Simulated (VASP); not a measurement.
Set up this calculation in VASP 6.6.1, as the native input.

```
Task                   : single point
Functional             : PBE
Potentials or basis    : VASP PAW PBE potentials, release 64 (Pt)
Cutoff                 : 520 eV
k mesh                 : 19 × 19 × 19
Occupations            : methfessel-paxton, width 0.05 eV
Spin                   : no spin polarisation
Dipole correction      : no
Further INCAR settings : ALGO = Normal; EDIFF = 1e-06; NBANDS = 11
```

The structure of Pt lies in POSCAR:

```
Pt
1.0
    1.5924608109      1.5924608109      1.5924608109
   -1.5924608109      1.5924608109      1.5924608109
   -1.5924608109     -1.5924608109      1.5924608109
Pt
1
Direct
    0.0000000000      0.0000000000      0.0000000000
```

The input as run:

INCAR

```
PREC = Accurate
ENCUT = 520
EDIFF = 1E-6
ISMEAR = 1
SIGMA = 0.05
LREAL = False
LASPH = True
NELM = 100
ALGO = Normal
ISIF = 2
LWAVE = False
LCHARG = False
GGA = PE
NBANDS = 11
```

KPOINTS

```
Automatic mesh
0
Gamma
  19 19 19
```

Potentials or basis: VASP PAW PBE potentials, release 64 (Pt).

Command:

```console
$ cat potpaw_PBE.64/Pt/POTCAR > POTCAR
$ mpirun -np 1 vasp_std > vasp.out
```

Results of the run:

```json
{
  "Pressure": "-4.9 GPa",
  "Band gap on the k mesh": "zero (band 5 reaches 10.73 eV, above the bottom of band 6 at 8.74 eV)"
}
```

Caveat: spin-orbit coupling is left out, which moves the levels of the heavy elements.

Wall time 79 s on 1 thread of AMD EPYC 7571, with other jobs on the host, peak memory 0.14 GiB.
